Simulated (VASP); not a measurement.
Write the native input for VASP 6.6.1 that does the following.

* Task: single point
* Functional: BLYP
* Dispersion: D4
* Potentials or basis: VASP PAW PBE potentials, release 64 (Cd, S)
* Cutoff: 520 eV
* k mesh: 8 × 8 × 8
* Occupations: fermi-dirac, width 0.05 eV
* Spin: no spin polarisation
* Dipole correction: no
* Further INCAR settings: ALGO = Normal; EDIFF = 1e-06; NBANDS = 16

The structure of CdS (Hawleyite) lies in POSCAR:

```
CdS
1.0
    0.0000000000      2.9439920446      2.9439920446
    2.9439920446      0.0000000000      2.9439920446
    2.9439920446      2.9439920446      0.0000000000
Cd S
1 1
Direct
    0.0000000000      0.0000000000      0.0000000000
    0.7500000000      0.7500000000      0.7500000000
```

The input as run:

INCAR

```
PREC = Accurate ; ENCUT = 520
EDIFF = 1E-6 ; ISMEAR = -1
SIGMA = 0.05 ; LREAL = F
LASPH = T ; NELM = 100
ALGO = Normal ; ISIF = 2
LWAVE = F ; LCHARG = T
GGA = B5 ; ALDAX = 1.0
AGGAX = 1.0 ; AGGAC = 1.0
ALDAC = 0.0 ; IVDW = 13
VDW_S6 = 1.0 ; VDW_S8 = 2.34076671
VDW_A1 = 0.44488865 ; VDW_A2 = 4.0933009
LELF = T ; LVHAR = T
NBANDS = 16
```

KPOINTS

```
regular mesh
0
Gamma
  8 8 8
```

Potentials or basis: VASP PAW PBE potentials, release 64 (Cd, S).

Run with:

```sh
$ cat potpaw_PBE.64/Cd/POTCAR potpaw_PBE.64/S/POTCAR > POTCAR
$ mpirun -np 1 vasp_std > vasp.out
```

Results of the run:

* Pressure: 0.4 GPa
* Band gap on the k mesh: 1.05 eV, direct
* Dispersion energy per atom: -0.569 eV

Caveat: the PAW data sets were made with another functional, which shifts forces and pressure a little.

It took 21 s on 1 thread of Intel(R) Xeon(R) Platinum 8559C (Emerald Rapids), on a shared host, peak memory 0.18 GiB.
